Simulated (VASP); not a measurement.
# Mn (P6/mmm) in VASP: notebook

Runs on Mn. Level: revPBE. Tasks: single point.

Program: VASP 6.6.1. These are calculated values, not measurements. Logs are shortened: lines on timing, memory, paths and dates and some standing lists are left out, and cuts for length are marked.

### 1 The cell of the first run

Symmetry: P6/mmm, No. 191, hexagonal system. Conventional cell: a = 3.978 Å, b = 3.978 Å, c = 2.494 Å, α = 90.00°, β = 90.00°, γ = 120.00°. Within 3.3 Å of Mn (site symmetry 6/mmm) lie 14 Mn at 2.49 to 2.61 Å. Mn (site symmetry -6m2) has 11 Mn at 2.30 to 2.61 Å within 3.0 Å.

### 2 Single point, revPBE (volume scaled by 1.04)

INCAR reads:

```
SYSTEM = Mn
PREC     = Accurate       ! precision mode
ENCUT    = 520            ! plane-wave cutoff, eV
EDIFF    = 1E-6           ! SCF threshold, eV
ISMEAR   = -1             ! smearing method
SIGMA    = 0.1            ! smearing width, eV
LREAL    = .False.        ! projectors in reciprocal space
LASPH    = .True.         ! aspherical terms in the spheres
NELM     = 80             ! most SCF steps
ALGO     = Normal         ! electronic algorithm
ISIF     = 2              ! what is computed and relaxed
LWAVE    = .False.        ! write WAVECAR
LCHARG   = .False.        ! write CHGCAR
GGA      = RE             ! functional
NBANDS   = 26             ! bands
```

KPOINTS reads:

```
regular mesh
0
Gamma
  10 10 14
  0 0 0
```

POSCAR reads:

```
Mn
1.0
    3.9777330442      0.0000000000      0.0000000000
   -1.9888665221      3.4448178657      0.0000000000
    0.0000000000      0.0000000000      2.4937620193
Mn
3
Direct
    0.0000000000      0.0000000000      0.0000000000
    0.3333333333      0.6666666667      0.5000000000
    0.6666666667      0.3333333333      0.5000000000
```

Potentials or basis: VASP PAW PBE potentials, release 64 (Mn_pv).

Command:

```
cat potpaw_PBE.64/Mn_pv/POTCAR > POTCAR
mpirun -np 1 vasp_std > vasp.out
```

OUTCAR:

```text
SYSTEM = Mn
   PREC = Accurate
   ENCUT = 520
   EDIFF = 1E-6
   ISMEAR = -1
   LREAL = .False.
   LASPH = .True.
   NELM = 80
   ISIF = 2
   GGA = RE

 ion  position               nearest neighbor table
   1  0.000  0.000  0.000-   2 2.61   3 2.61   2 2.61   3 2.61   2 2.61   2 2.61   3 2.61   3 2.61
                             3 2.61   3 2.61   2 2.61   2 2.61
   2  0.333  0.667  0.500-   3 2.30   3 2.30   3 2.30   1 2.61   1 2.61   1 2.61   1 2.61   1 2.61
                             1 2.61
   3  0.667  0.333  0.500-   2 2.30   2 2.30   2 2.30   1 2.61   1 2.61   1 2.61   1 2.61   1 2.61
                             1 2.61

  LATTYP: Found a hexagonal cell.
 ALAT       =     3.9777330442
 C/A-ratio  =     0.6269304631

  Lattice vectors:

 A1 = (   3.9777330442,   0.0000000000,   0.0000000000)
 A2 = (  -1.9888665221,   3.4448178657,   0.0000000000)
 A3 = (   0.0000000000,   0.0000000000,   2.4937620193)

Analysis of symmetry for initial positions (statically):
=====================================================================
 Subroutine PRICEL returns:
 Original cell was already a primitive cell.

 Routine SETGRP: Setting up the symmetry group for a
 hexagonal supercell.

 Subroutine GETGRP returns: Found 24 space group operations
 (whereof 24 operations were pure point group operations)
 out of a pool of 24 trial point group operations.

The static configuration has the point symmetry D_6h.

Analysis of symmetry for dynamics (positions and initial velocities):
=====================================================================
 Subroutine PRICEL returns:
 Original cell was already a primitive cell.

 Routine SETGRP: Setting up the symmetry group for a
 hexagonal supercell.

 Subroutine GETGRP returns: Found 24 space group operations
 (whereof 24 operations were pure point group operations)
 out of a pool of 24 trial point group operations.

The dynamic configuration has the point symmetry D_6h.

 Subroutine INISYM returns: Found 24 space group operations
 (whereof 24 operations are pure point group operations),
 and found     1 'primitive' translations

----------------------------------------------------------------------------------------

                                     Primitive cell

  volume of cell :      34.1709

  direct lattice vectors                    reciprocal lattice vectors
     3.977733044  0.000000000  0.000000000     0.251399475  0.145145555  0.000000000
    -1.988866522  3.444817866  0.000000000     0.000000000  0.290291109  0.000000000
     0.000000000  0.000000000  2.493762019     0.000000000  0.000000000  0.401000574

  length of vectors
     3.977733044  3.977733044  2.493762019     0.290291109  0.290291109  0.401000574

  position of ions in fractional coordinates (direct lattice)
     0.000000000  0.000000000  0.000000000
     0.333333333  0.666666667  0.500000000
     0.666666667  0.333333333  0.500000000

  ion indices of the primitive-cell ions
   primitive index   ion index
                 1           1
                 2           2
                 3           3

----------------------------------------------------------------------------------------

 KPOINTS: regular mesh

Automatic generation of k-mesh.
 Grid dimensions read from file:
 generate k-points for:   10   10   14

 Generating k-lattice:

  Cartesian coordinates                     Fractional coordinates (reciprocal lattice)
     0.025139948  0.014514555  0.000000000     0.100000000  0.000000000  0.000000000
     0.000000000  0.029029111  0.000000000     0.000000000  0.100000000  0.000000000
     0.000000000  0.000000000  0.028642898     0.000000000  0.000000000  0.071428571

  Length of vectors
     0.029029111  0.029029111  0.028642898

  Shift w.r.t. Gamma in fractional coordinates (k-lattice)
     0.000000000  0.000000000  0.000000000

 Subroutine IBZKPT returns following result:
 ===========================================

 Found    112 irreducible k-points:

 Following reciprocal coordinates:
            Coordinates               Weight
  0.000000  0.000000  0.000000      1.000000
  0.100000  0.000000  0.000000      6.000000
  0.200000  0.000000  0.000000      6.000000
  0.300000  0.000000  0.000000      6.000000
  0.400000  0.000000  0.000000      6.000000
  0.500000  0.000000  0.000000      3.000000
[... 16 lines left out ...]
  0.300000  0.100000  0.071429     24.000000
  0.400000  0.100000  0.071429     24.000000
 [... further k-points ...]
   k-points           NKPTS =    112   k-points in BZ     NKDIM =    112   number of bands    NBANDS=     26
   number of dos      NEDOS =    301   number of ions     NIONS =      3
   total plane-waves  NPLWV =  18000
   dimension x,y,z NGX =    30 NGY =   30 NGZ =   20
   dimension x,y,z NGXF=    60 NGYF=   60 NGZF=   40
   ions per type =               3
   NGX,Y,Z   is equivalent  to a cutoff of  12.54, 12.54, 13.33 a.u.
   NGXF,Y,Z  is equivalent  to a cutoff of  25.08, 25.08, 26.67 a.u.
 SYSTEM =  Mn
   PREC   = accura    normal or accurate (medium, high low for compatibility)
   ISTART =      0    job   : 0-new  1-cont  2-samecut
   ICHARG =      2    charge: 1-file 2-atom 10-const
   ISPIN  =      1    spin polarized calculation?
   LNONCOLLINEAR =      F non collinear calculations
   LSORBIT =      F    spin-orbit coupling
   LASPH  =      T    aspherical Exc in radial PAW
   ENCUT  =  520.0 eV  38.22 Ry    6.18 a.u.   7.40  7.40  4.64*2*pi/ulx,y,z
   NELM   =     80;   NELMIN=  2; NELMDL= -5     # of ELM steps
   EDIFF  = 0.1E-05   stopping-criterion for ELM
   LREAL  =      F    real-space projection
   EDIFFG = 0.1E-04   stopping-criterion for IOM
   NSW    =      0    number of steps for IOM
   IBRION =     -1    ionic relax: 0-MD 1-quasi-New 2-CG
   NFREE  =      0    steps in history (QN), initial steepest desc. (CG)
   ISIF   =      2    stress and relaxation
   ISYM   =      2    0-nonsym 1-usesym 2-fastsym
   POTIM  = 0.5000    time-step for ionic-motion
   TEBEG  =    0.0;   TEEND  =   0.0 temperature during run
   PSTRESS=    0.0 pullay stress
   NELECT =      39.0000    total number of electrons
   NUPDOWN=      -1.0000    fix difference up-down
   EMIN   =  10.00;   EMAX   =-10.00  energy-range for DOS
   EFERMI =   0.00;   METHOD = LEGACY
   ISMEAR =    -1;   SIGMA  =   0.10  broadening in eV -4-tet -1-fermi 0-gaus
   EFERMI_NEDOS =   21; number of points for ismear=-14 and -15
   IALGO  =     38    algorithm
   IMIX   =      4    mixing-type and parameters
     AMIX     =   0.40;   BMIX     =  1.00
     AMIX_MAG =   1.60;   BMIX_MAG =  1.00
  volume/ion in A,a.u.               =      11.39        76.87
  Fermi-wavevector in a.u.,A,eV,Ry     =   1.710845  3.233029 39.824137  2.926992
  Thomas-Fermi vector in A             =   2.789069
   LORBIT       =      0    0 simple, 1 ext, 2 COOP (PROOUT), +10 PAW based schemes
   GGA     = RE    functional components
   LHFCALC =     F    Hartree Fock is set to
   AEXX    =    0.0000 exact exchange contribution
   IVDW    =     0    specifies the selected vdW correction
   LEPSILON=     F    determine dielectric tensor
   LRPA    =     F    only Hartree local field effects (RPA)
 non-spin polarized calculation
  energy-cutoff  :      520.00
  volume of cell :       34.17
 maximum number of plane-waves:       945
 NGX is ok and might be reduce to    30
   NGX = 15   NGY = 15   NGZ =  9

 number of electron      38.9999959 magnetization

 Free energy of the ion-electron system (eV)
  ---------------------------------------------------
  ext. energy  EPLUGINS =         0.00000000
  ---------------------------------------------------
  free energy    TOTEN  =       -25.42706863 eV

  energy without entropy =      -25.30298669  energy(sigma->0) =      -25.36502766

 E-fermi :   9.7265     XC(G=0): -13.5675

 val. band max:        9.7136451243   @ k =   0.2000   0.0000   0.2143
 cond. band min:       9.7408815929   @ k =   0.0000   0.0000   0.0714
 fundamental gap:      0.0272364686
 Fermi energy:         9.7265161939

 k-point     1 :       0.0000    0.0000    0.0000
  band No.  band energies     occupation
      1     -38.4978      2.00000
      2     -38.4978      2.00000
      3     -38.2164      2.00000
      4     -38.2164      2.00000
      5     -38.1357      2.00000
      6     -37.9857      2.00000
[... 18 lines left out ...]
     25      11.5063      0.00000
     26      17.9686      0.00000

 k-point     2 :       0.1000    0.0000    0.0000
  band No.  band energies     occupation
      1     -38.5135      2.00000
      2     -38.4995      2.00000
      3     -38.1969      2.00000
      4     -38.1930      2.00000
      5     -38.1312      2.00000
      6     -37.9881      2.00000
[... 18 lines left out ...]
     25      11.4893      0.00000
     26      16.1962      0.00000

 k-point     3 :       0.2000    0.0000    0.0000
  band No.  band energies     occupation
      1     -38.5482      2.00000
      2     -38.4933      2.00000
      3     -38.1510      2.00000
      4     -38.1380      2.00000
      5     -38.1183      2.00000
      6     -37.9954      2.00000
[... 18 lines left out ...]
     25      11.4375      0.00000
     26      14.4626      0.00000

 k-point     4 :       0.3000    0.0000    0.0000
  band No.  band energies     occupation
      1     -38.5831      2.00000
      2     -38.4639      2.00000
      3     -38.0991      2.00000
      4     -38.0983      2.00000
      5     -38.0787      2.00000
      6     -38.0414      2.00000
[... 18 lines left out ...]
     25      11.3481      0.00000
     26      13.0194      0.00000
[... 496 lines left out ...]
      1     -38.5601      2.00000
      2     -38.4822      2.00000
      3     -38.1360      2.00000
      4     -38.1094      2.00000
      5     -38.0896      2.00000
      6     -38.0233      2.00000
[... 18 lines left out ...]
     25      11.3647      0.00000
     26      13.7131      0.00000

 k-point    23 :       0.3000    0.1000    0.0714
  band No.  band energies     occupation
      1     -38.5853      2.00000
      2     -38.4423      2.00000
      3     -38.1245      2.00000
      4     -38.0989      2.00000
      5     -38.0639      2.00000
      6     -38.0451      2.00000
[... 18 lines left out ...]
     25      11.2988      0.00000
     26      12.4616      0.00000

 k-point    24 :       0.4000    0.1000    0.0714
  band No.  band energies     occupation
      1     -38.5997      2.00000
      2     -38.3892      2.00000
      3     -38.1990      2.00000
      4     -38.0866      2.00000
      5     -38.0515      2.00000
      6     -38.0299      2.00000
[... 18 lines left out ...]
     25      11.4212      0.00000
     26      11.6391      0.00000

 [... further k-points ...]

------------------------ aborting loop because EDIFF is reached ----------------------------------------

  FORCE on cell =-STRESS in cart. coord.  units (eV):
  Direction    XX          YY          ZZ          XY          YZ          ZX
  --------------------------------------------------------------------------------------
  -------------------------------------------------------------------------------------
  Total       -2.0168324     -2.0168324     -1.9039716      0.0000000      0.0000000      0.0000000
  in kB      -94.5634881    -94.5634881    -89.2717684      0.0000000      0.0000000      0.0000000
  external PRESSURE =     -92.7995816 kB  Pullay stress =       0.0000000 kB

 VOLUME and BASIS-vectors are now :
 -----------------------------------------------------------------------------
  energy-cutoff  :      520.00
  volume of cell :       34.17
      direct lattice vectors                 reciprocal lattice vectors
     3.977733044  0.000000000  0.000000000     0.251399475  0.145145555  0.000000000
    -1.988866522  3.444817866  0.000000000     0.000000000  0.290291109  0.000000000
     0.000000000  0.000000000  2.493762019     0.000000000  0.000000000  0.401000574

 POSITION                                       TOTAL-FORCE (eV/Angst)
 -----------------------------------------------------------------------------------
      0.00000      0.00000      0.00000         0.000000      0.000000      0.000000
     -0.00000      2.29655      1.24688         0.000000      0.000000      0.000000
      1.98887      1.14827      1.24688        -0.000000      0.000000      0.000000
 -----------------------------------------------------------------------------------
    total drift:                               -0.000000      0.000000      0.000000

  FREE ENERGIE OF THE ION-ELECTRON SYSTEM (eV)
  ---------------------------------------------------
  free  energy   TOTEN  =       -25.4270686324 eV

  energy  without entropy=      -25.3029866884  energy(sigma->0) =      -25.36502766
```

Run time: 43 s. Hardware: 1 thread of Intel Xeon 6975P-C (Granite Rapids), shared host; peak memory 0.19 GiB.

Results:

```yaml
Free_energy: -25.4271 eV
Pressure: -9.3 GPa
```

Stress tensor (GPa, compression positive):
```
-9.46  0.00  0.00
 0.00 -9.46  0.00
 0.00  0.00 -8.93
```

Levels at points of the mesh, in eV from the Fermi level:
| k point | band 16 | band 17 | band 18 | band 19 | band 20 | band 21 | band 22 | band 23 |
| --- | --- | --- | --- | --- | --- | --- | --- | --- |
| (0.00, 0.00, 0.00) | -1.60 | -1.05 | -0.50 | -0.50 | -0.07 | -0.07 | 0.02 | 0.02 |
| (0.50, 0.00, 0.00) | -1.39 | -1.06 | -0.86 | 0.07 | 0.14 | 1.08 | 1.12 | 1.28 |
| (0.00, 0.00, 0.50) | -0.67 | -0.67 | -0.57 | -0.57 | 1.27 | 1.27 | 1.63 | 1.63 |
| (0.50, 0.00, 0.50) | -1.23 | -0.69 | -0.58 | -0.07 | 0.38 | 1.07 | 1.41 | 1.59 |

Caveat: the PAW data sets were made with another functional, which shifts forces and pressure a little; the run has no spin polarisation, though such a crystal can be magnetic. Spin polarisation is off, so any magnetic state and its effect on volume and gap are missing.

### 3 Single point, revPBE (volume scaled by 1.08)

INCAR reads:

```
PREC = Accurate ; ENCUT = 520
EDIFF = 1E-6 ; ISMEAR = -1
SIGMA = 0.1 ; LREAL = False
LASPH = True ; NELM = 80
ALGO = Normal ; ISIF = 2
LWAVE = False ; LCHARG = False
GGA = RE ; NBANDS = 26
```

KPOINTS reads:

```
regular mesh
0
Gamma
  10 10 14
```

POSCAR reads:

```
Mn
1.0
    4.0280894411      0.0000000000      0.0000000000
   -2.0140447205      3.4884277847      0.0000000000
    0.0000000000      0.0000000000      2.5253319785
Mn
3
Direct
    0.0000000000      0.0000000000      0.0000000000
    0.3333333333      0.6666666667      0.5000000000
    0.6666666667      0.3333333333      0.5000000000
```

Potentials or basis: VASP PAW PBE potentials, release 64 (Mn_pv).

Command:

```
cat potpaw_PBE.64/Mn_pv/POTCAR > POTCAR
mpirun -np 1 vasp_std > vasp.out
```

It took 46 s on 1 thread of Intel Xeon 6975P-C (Granite Rapids), shared host; peak memory 0.2 GiB.

Results (log left out):

```
Free energy : -25.3195 eV
Pressure    : -16.8 GPa
```

Stress tensor (GPa, compression positive):
```
-17.19   0.00   0.00
  0.00 -17.19   0.00
  0.00   0.00 -16.12
```

Levels at points of the mesh, in eV from the Fermi level:
```csv
k point,band 16,band 17,band 18,band 19,band 20,band 21,band 22,band 23
"(0.00, 0.00, 0.00)",-1.53,-1.00,-0.47,-0.47,-0.07,-0.07,0.02,0.02
"(0.50, 0.00, 0.00)",-1.31,-1.01,-0.81,0.07,0.13,1.02,1.07,1.21
"(0.00, 0.00, 0.50)",-0.65,-0.65,-0.54,-0.54,1.20,1.20,1.54,1.54
"(0.50, 0.00, 0.50)",-1.15,-0.66,-0.55,-0.10,0.36,1.02,1.33,1.50
```

Caveat: the PAW data sets were made with another functional, which shifts forces and pressure a little; the run has no spin polarisation, though such a crystal can be magnetic. Spin polarisation is off, so any magnetic state and its effect on volume and gap are missing.

[end of part 1 of 2]
